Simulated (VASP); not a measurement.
Input of a VASP 6.6.1 run:

INCAR

```
SYSTEM = Be
PREC     = Accurate       ! precision mode
ENCUT    = 520            ! plane-wave cutoff, eV
EDIFF    = 1E-6           ! SCF threshold, eV
ISMEAR   = 0              ! smearing method
SIGMA    = 0.15           ! smearing width, eV
LREAL    = .FALSE.        ! projectors in reciprocal space
LASPH    = .TRUE.         ! aspherical terms in the spheres
NELM     = 60             ! most SCF steps
ALGO     = Normal         ! electronic algorithm
ISIF     = 2              ! what is computed and relaxed
LWAVE    = .FALSE.        ! write WAVECAR
LCHARG   = .FALSE.        ! write CHGCAR
GGA      = PE             ! functional
NBANDS   = 9              ! bands
```

Contents of KPOINTS:

```
Automatic mesh
0
G
  24 24 14
  0 0 0
```

Contents of POSCAR:

```
Be
1.0
    2.4144770842      0.0000000000      0.0000000000
   -1.2072385421      2.0909984917      0.0000000000
    0.0000000000      0.0000000000      3.6009000000
Be
2
Direct
    0.3333333333      0.6666666667      0.2500000000
    0.6666666667      0.3333333333      0.7500000000
```

Potentials or basis: VASP PAW PBE potentials, release 64 (Be).

Launch:

```bash
$ cat potpaw_PBE.64/Be/POTCAR > POTCAR
$ mpirun -np 1 vasp_std > vasp.out
```

Estimate the band gap on the k mesh.

zero (band 2 reaches 6.81 eV, above the bottom of band 3 at 4.63 eV).

Predict the pressure.

-12.8 GPa.

Stress tensor (GPa, compression positive):
```
-16.35   0.00   0.00
  0.00 -16.35   0.00
  0.00   0.00  -5.57
```

Caveat: the cell differs from its parent crystal (strain +0.050 along x and y, +0.000 along z).
